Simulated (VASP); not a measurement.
# Sb (P-1) in VASP: single point with PBE

Aim: the single point of Sb with PBE.

Everything below comes from runs of VASP 6.6.1. Logs are shortened: lines on timing, memory, paths and dates and some standing lists are left out, and cuts for length are marked.

### Step 1. The cell of the first run

The typed cell holds 2 atoms: a = 3.068 Å, b = 4.480 Å, c = 4.699 Å, α = 86.18°, β = 95.20°, γ = 92.86°.

### Step 2. Single point, PBE

Contents of INCAR:

```
PREC = Accurate
ENCUT = 500
EDIFF = 1E-6
ISMEAR = -1
SIGMA = 0.0052
LREAL = F
LASPH = T
NELM = 120
ALGO = Normal
ISIF = 2
LWAVE = F
LCHARG = T
GGA = PE
LELF = T
LVHAR = T
NBANDS = 22
GGA_COMPAT = F
```

Contents of KPOINTS:

```
Automatic mesh
0
Gamma
  3 2 2
```

Contents of POSCAR:

```
Sb
1.0
    3.0643835778     -0.0763004090     -0.1305707346
   -0.1062378905      4.4759002638      0.1487883825
   -0.2224331842      0.1517357352      4.6915440754
Sb
2
Direct
    0.9886110000      0.7500000000      0.7588340000
    0.0113890000      0.2500000000      0.2411660000
```

Potentials or basis: VASP PAW PBE potentials, release 64 (Sb_d_GW).

Run with:

```bash
$ cat potpaw_PBE.64/Sb_d_GW/POTCAR > POTCAR
$ mpirun -np 1 vasp_std > vasp.out
```

OUTCAR:

```text
PREC = Accurate
   ENCUT = 500
   EDIFF = 1E-6
   ISMEAR = -1
   LREAL = F
   LASPH = T
   NELM = 120
   ISIF = 2
   GGA = PE

 ion  position               nearest neighbor table
   1  0.989  0.750  0.759-   2 3.08   2 3.20   2 3.28   2 3.42
   2  0.011  0.250  0.241-   1 3.08   1 3.20   1 3.28   1 3.42

  LATTYP: Found a triclinic cell.
 ALAT       =     5.5545848609
 B/A-ratio  =     1.7708012272
 C/A-ratio  =     0.5523568447
 COS(alpha) =     0.0022271636
 COS(beta)  =     0.5926391060
 COS(gamma) =     0.7101749635

  Lattice vectors:

 A1 = (  -3.1706214683,   4.5522006728,   0.2793591171)
 A2 = (   0.0099574032,   8.8000647924,  -4.3939673104)
 A3 = (  -3.0643835778,   0.0763004090,   0.1305707346)

Analysis of symmetry for initial positions (statically):
=====================================================================
 Subroutine PRICEL returns:
 Original cell was already a primitive cell.

 Routine SETGRP: Setting up the symmetry group for a
 triclinic supercell.

 Subroutine GETGRP returns: Found  2 space group operations
 (whereof  2 operations were pure point group operations)
 out of a pool of  2 trial point group operations.

The static configuration has the point symmetry S_2 .

Analysis of symmetry for dynamics (positions and initial velocities):
=====================================================================
 Subroutine PRICEL returns:
 Original cell was already a primitive cell.

 Routine SETGRP: Setting up the symmetry group for a
 triclinic supercell.

 Subroutine GETGRP returns: Found  2 space group operations
 (whereof  2 operations were pure point group operations)
 out of a pool of  2 trial point group operations.

The dynamic configuration has the point symmetry S_2 .

 Subroutine INISYM returns: Found  2 space group operations
 (whereof  2 operations are pure point group operations),
 and found     1 'primitive' translations

----------------------------------------------------------------------------------------

                                     Primitive cell

  volume of cell :      64.1161

  direct lattice vectors                    reciprocal lattice vectors
     3.064383578 -0.076300409 -0.130570735     0.327161529  0.007257531  0.015276496
    -0.106237891  4.475900264  0.148788383     0.005274100  0.223776200 -0.006987403
    -0.222433184  0.151735735  4.691544075     0.008937995 -0.006894889  0.213796203

  length of vectors
     3.068112967  4.479632534  4.699264418     0.327598396  0.223947377  0.214094006

  position of ions in fractional coordinates (direct lattice)
     0.988611000  0.750000000  0.758834000
     0.011389000  0.250000000  0.241166000

  ion indices of the primitive-cell ions
   primitive index   ion index
                 1           1
                 2           2

----------------------------------------------------------------------------------------

 KPOINTS: Automatic mesh

Automatic generation of k-mesh.
 Grid dimensions read from file:
 generate k-points for:    3    2    2

 Generating k-lattice:

  Cartesian coordinates                     Fractional coordinates (reciprocal lattice)
     0.109053843  0.002419177  0.005092165     0.333333333 -0.000000000  0.000000000
     0.002637050  0.111888100 -0.003493702     0.000000000  0.500000000 -0.000000000
     0.004468997 -0.003447445  0.106898101     0.000000000 -0.000000000  0.500000000

  Length of vectors
     0.109199465  0.111973689  0.107047003

  Shift w.r.t. Gamma in fractional coordinates (k-lattice)
     0.000000000  0.000000000  0.000000000

 Subroutine IBZKPT returns following result:
 ===========================================

 Found      8 irreducible k-points:

 Following reciprocal coordinates:
            Coordinates               Weight
  0.000000  0.000000  0.000000      1.000000
  0.333333  0.000000  0.000000      2.000000
  0.000000  0.500000 -0.000000      1.000000
  0.333333  0.500000 -0.000000      2.000000
  0.000000  0.000000  0.500000      1.000000
  0.333333  0.000000  0.500000      2.000000
  0.000000  0.500000  0.500000      1.000000
  0.333333  0.500000  0.500000      2.000000
   k-points           NKPTS =      8   k-points in BZ     NKDIM =      8   number of bands    NBANDS=     22
   number of dos      NEDOS =    301   number of ions     NIONS =      2
   total plane-waves  NPLWV =  31104
   dimension x,y,z NGX =    24 NGY =   36 NGZ =   36
   dimension x,y,z NGXF=    48 NGYF=   72 NGZF=   72
   ions per type =               2
   NGX,Y,Z   is equivalent  to a cutoff of  13.00, 13.36, 12.74 a.u.
   NGXF,Y,Z  is equivalent  to a cutoff of  26.01, 26.72, 25.47 a.u.
 SYSTEM =  unknown system
   PREC   = accura    normal or accurate (medium, high low for compatibility)
   ISTART =      0    job   : 0-new  1-cont  2-samecut
   ICHARG =      2    charge: 1-file 2-atom 10-const
   ISPIN  =      1    spin polarized calculation?
   LNONCOLLINEAR =      F non collinear calculations
   LSORBIT =      F    spin-orbit coupling
   LASPH  =      T    aspherical Exc in radial PAW
   ENCUT  =  500.0 eV  36.75 Ry    6.06 a.u.   5.59  8.17  8.57*2*pi/ulx,y,z
   NELM   =    120;   NELMIN=  2; NELMDL= -5     # of ELM steps
   EDIFF  = 0.1E-05   stopping-criterion for ELM
   LREAL  =      F    real-space projection
   EDIFFG = 0.1E-04   stopping-criterion for IOM
   NSW    =      0    number of steps for IOM
   IBRION =     -1    ionic relax: 0-MD 1-quasi-New 2-CG
   NFREE  =      0    steps in history (QN), initial steepest desc. (CG)
   ISIF   =      2    stress and relaxation
   ISYM   =      2    0-nonsym 1-usesym 2-fastsym
   POTIM  = 0.5000    time-step for ionic-motion
   TEBEG  =    0.0;   TEEND  =   0.0 temperature during run
   PSTRESS=    0.0 pullay stress
   NELECT =      30.0000    total number of electrons
   NUPDOWN=      -1.0000    fix difference up-down
   EMIN   =  10.00;   EMAX   =-10.00  energy-range for DOS
   EFERMI =   0.00;   METHOD = LEGACY
   ISMEAR =    -1;   SIGMA  =   0.01  broadening in eV -4-tet -1-fermi 0-gaus
   EFERMI_NEDOS =   21; number of points for ismear=-14 and -15
   IALGO  =     38    algorithm
   IMIX   =      4    mixing-type and parameters
     AMIX     =   0.40;   BMIX     =  1.00
     AMIX_MAG =   1.60;   BMIX_MAG =  1.00
  volume/ion in A,a.u.               =      32.06       216.34
  Fermi-wavevector in a.u.,A,eV,Ry     =   1.270944  2.401735 21.977462  1.615298
  Thomas-Fermi vector in A             =   2.403904
   LORBIT       =      0    0 simple, 1 ext, 2 COOP (PROOUT), +10 PAW based schemes
   GGA     = PE    functional components
   LHFCALC =     F    Hartree Fock is set to
   AEXX    =    0.0000 exact exchange contribution
   IVDW    =     0    specifies the selected vdW correction
   LEPSILON=     F    determine dielectric tensor
   LRPA    =     F    only Hartree local field effects (RPA)
 non-spin polarized calculation
  energy-cutoff  :      500.00
  volume of cell :       64.12
 maximum number of plane-waves:      1643
 NGX is ok and might be reduce to    24
   NGX = 11   NGY = 17   NGZ = 17

 number of electron      29.9999991 magnetization

 Free energy of the ion-electron system (eV)
  ---------------------------------------------------
  ext. energy  EPLUGINS =         0.00000000
  ---------------------------------------------------
  free energy    TOTEN  =        -7.39632862 eV

  energy without entropy =       -7.39632862  energy(sigma->0) =       -7.39632862

 E-fermi :   3.9405     XC(G=0):  -9.6631

 val. band max:        3.7453479105   @ k =   0.3333   0.5000  -0.0000
 cond. band min:       4.0982467692   @ k =   0.3333   0.0000   0.5000
 fundamental gap:      0.3528988588
 Fermi energy:         3.9405125979

 k-point     1 :       0.0000    0.0000    0.0000
  band No.  band energies     occupation
      1     -24.7249      2.00000
      2     -24.6650      2.00000
      3     -24.6208      2.00000
      4     -24.5963      2.00000
      5     -24.5735      2.00000
      6     -24.5468      2.00000
      7     -24.5396      2.00000
      8     -24.5051      2.00000
      9     -24.4987      2.00000
     10     -24.4854      2.00000
     11      -7.4445      2.00000
     12      -3.3588      2.00000
     13       0.6420      2.00000
     14       1.5836      2.00000
     15       6.2214      0.00000
     16       6.8297      0.00000
     17       7.8951      0.00000
     18       8.6518      0.00000
     19      10.5397      0.00000
     20      11.5669      0.00000
     21      11.9568      0.00000
     22      13.1032      0.00000

 k-point     2 :       0.3333    0.0000    0.0000
  band No.  band energies     occupation
      1     -24.7142      2.00000
      2     -24.6595      2.00000
      3     -24.5955      2.00000
      4     -24.5848      2.00000
      5     -24.5472      2.00000
      6     -24.5425      2.00000
      7     -24.5387      2.00000
      8     -24.5249      2.00000
      9     -24.4943      2.00000
     10     -24.4389      2.00000
     11      -5.8621      2.00000
     12      -1.7393      2.00000
     13       1.3383      2.00000
     14       1.9675      2.00000
     15       2.9966      2.00000
     16       4.8267      0.00000
     17       7.4679      0.00000
     18       8.3718      0.00000
     19       9.3035      0.00000
     20      10.4929      0.00000
     21      11.4217      0.00000
     22      12.1049      0.00000

 k-point     3 :       0.0000    0.5000   -0.0000
  band No.  band energies     occupation
      1     -24.6521      2.00000
      2     -24.6334      2.00000
      3     -24.6276      2.00000
      4     -24.6260      2.00000
      5     -24.5961      2.00000
      6     -24.5881      2.00000
      7     -24.5272      2.00000
      8     -24.5181      2.00000
      9     -24.4956      2.00000
     10     -24.4903      2.00000
     11      -5.9184      2.00000
     12      -5.8456      2.00000
     13       2.6061      2.00000
     14       2.9515      2.00000
     15       3.0941      2.00000
     16       3.4335      2.00000
     17       9.9697      0.00000
     18       9.9779      0.00000
     19      12.7631      0.00000
     20      12.8016      0.00000
     21      14.4082      0.00000
     22      14.4361      0.00000

 k-point     4 :       0.3333    0.5000   -0.0000
  band No.  band energies     occupation
      1     -24.6381      2.00000
      2     -24.6293      2.00000
      3     -24.6223      2.00000
      4     -24.6216      2.00000
      5     -24.5685      2.00000
      6     -24.5588      2.00000
      7     -24.5366      2.00000
      8     -24.5306      2.00000
      9     -24.4672      2.00000
     10     -24.4666      2.00000
     11      -4.3806      2.00000
     12      -4.2171      2.00000
     13       2.5922      2.00000
     14       2.9165      2.00000
     15       3.7453      2.00000
     16       4.3393      0.00000
     17       4.8196      0.00000
     18       5.0739      0.00000
     19      10.6892      0.00000
     20      11.5055      0.00000
     21      12.9105      0.00000
     22      13.0080      0.00000

 k-point     5 :       0.0000    0.0000    0.5000
  band No.  band energies     occupation
      1     -24.6567      2.00000
      2     -24.6387      2.00000
      3     -24.6250      2.00000
      4     -24.6207      2.00000
      5     -24.5972      2.00000
      6     -24.5866      2.00000
      7     -24.5268      2.00000
      8     -24.5179      2.00000
      9     -24.4952      2.00000
     10     -24.4910      2.00000
     11      -6.1613      2.00000
     12      -5.7729      2.00000
     13       2.9015      2.00000
     14       3.2262      2.00000
     15       3.5615      2.00000
     16       3.6383      2.00000
     17       9.6098      0.00000
     18      10.0695      0.00000
     19      11.6484      0.00000
     20      11.7798      0.00000
     21      14.1036      0.00000
     22      14.6071      0.00000

 k-point     6 :       0.3333    0.0000    0.5000
  band No.  band energies     occupation
      1     -24.6470      2.00000
      2     -24.6340      2.00000
      3     -24.6193      2.00000
      4     -24.6113      2.00000
      5     -24.5678      2.00000
      6     -24.5583      2.00000
      7     -24.5362      2.00000
      8     -24.5314      2.00000
      9     -24.4737      2.00000
     10     -24.4615      2.00000
     11      -4.6530      2.00000
     12      -4.1218      2.00000
     13       2.2891      2.00000
     14       3.0897      2.00000
     15       4.0982      0.00000
     16       4.7564      0.00000
     17       5.0956      0.00000
     18       5.3042      0.00000
     19      11.0945      0.00000
     20      12.1884      0.00000
     21      12.5077      0.00000
     22      12.9458      0.00000

 k-point     7 :       0.0000    0.5000    0.5000
  band No.  band energies     occupation
      1     -24.7010      2.00000
      2     -24.6409      2.00000
      3     -24.6255      2.00000
      4     -24.6181      2.00000
      5     -24.5696      2.00000
      6     -24.5678      2.00000
      7     -24.5412      2.00000
      8     -24.5094      2.00000
      9     -24.4950      2.00000
     10     -24.4844      2.00000
     11      -5.7885      2.00000
     12      -5.0764      2.00000
     13      -0.7626      2.00000
     14      -0.5392      2.00000
     15       8.1445      0.00000
     16       9.1391      0.00000
     17       9.7271      0.00000
     18      10.5572      0.00000
     19      13.1261      0.00000
     20      13.5091      0.00000
     21      14.2533      0.00000
     22      15.0237      0.00000

 k-point     8 :       0.3333    0.5000    0.5000
  band No.  band energies     occupation
      1     -24.6775      2.00000
      2     -24.6364      2.00000
      3     -24.6133      2.00000
      4     -24.6064      2.00000
      5     -24.5869      2.00000
      6     -24.5520      2.00000
      7     -24.5340      2.00000
      8     -24.5217      2.00000
      9     -24.4583      2.00000
     10     -24.4511      2.00000
     11      -4.2306      2.00000
     12      -3.4558      2.00000
     13       0.6514      2.00000
     14       0.9293      2.00000
     15       2.7855      2.00000
     16       3.4358      2.00000
     17       8.6155      0.00000
     18       8.7188      0.00000
     19       9.4255      0.00000
     20      10.5264      0.00000
     21      14.7922      0.00000
     22      15.4462      0.00000

------------------------ aborting loop because EDIFF is reached ----------------------------------------

  FORCE on cell =-STRESS in cart. coord.  units (eV):
  Direction    XX          YY          ZZ          XY          YZ          ZX
  --------------------------------------------------------------------------------------
  -------------------------------------------------------------------------------------
  Total        1.1627925     -1.7987080     -1.0922495     -0.2778105     -0.6463441     -0.1947303
  in kB       29.0566810    -44.9473872    -27.2939039     -6.9421263    -16.1513031     -4.8660587
  external PRESSURE =     -14.3948700 kB  Pullay stress =       0.0000000 kB

 VOLUME and BASIS-vectors are now :
 -----------------------------------------------------------------------------
  energy-cutoff  :      500.00
  volume of cell :       64.12
      direct lattice vectors                 reciprocal lattice vectors
     3.064383578 -0.076300409 -0.130570735     0.327161529  0.007257531  0.015276496
    -0.106237891  4.475900264  0.148788383     0.005274100  0.223776200 -0.006987403
    -0.222433184  0.151735735  4.691544075     0.008937995 -0.006894889  0.213796203

 POSITION                                       TOTAL-FORCE (eV/Angst)
 -----------------------------------------------------------------------------------
      2.78102      3.39664      3.54261        -0.066263      0.349789     -0.051814
     -0.04530      1.15470      1.16715         0.066263     -0.349789      0.051814
 -----------------------------------------------------------------------------------
    total drift:                                0.000000      0.000000     -0.000000

  FREE ENERGIE OF THE ION-ELECTRON SYSTEM (eV)
  ---------------------------------------------------
  free  energy   TOTEN  =        -7.3963286188 eV

  energy  without entropy=       -7.3963286188  energy(sigma->0) =       -7.39632862
```

Wall time 12 s (1 thread of Intel Xeon Platinum 8559C (Emerald Rapids), shared host); peak memory 0.17 GiB.

What came out:

```yaml
Free_energy: -7.3963 eV
Pressure: -1.4 GPa
Largest_force: 0.360 eV/Å
Band_gap_on_the_k_mesh: zero (bands 15 and 16 overlap by 4.71 eV)
```

Forces on the atoms (eV/Å):
```
Sb  -0.066  0.350 -0.052
Sb   0.066 -0.350  0.052
```

Stress tensor (GPa, compression positive):
```
 2.91 -0.69 -0.49
-0.69 -4.49 -1.62
-0.49 -1.62 -2.73
```

Levels at points of the mesh, in eV from the Fermi level:
```csv
k point,band 13,band 14,band 15,band 16,band 17,band 18
"(0.00, 0.00, 0.00)",-3.30,-2.36,2.28,2.89,3.95,4.71
"(0.00, 0.50, 0.00)",-1.33,-0.99,-0.85,-0.51,6.03,6.04
"(0.00, 0.00, 0.50)",-1.04,-0.71,-0.38,-0.30,5.67,6.13
"(0.00, 0.50, 0.50)",-4.70,-4.48,4.20,5.20,5.79,6.62
```

Caveat: the k points lie up to 0.70 Å⁻¹ apart, too coarse for converged energies and pressures of a metal; spin-orbit coupling is left out, which moves the levels of the heavy elements.

The gap in the log of VASP goes by the Fermi energy; the results here count the filled bands.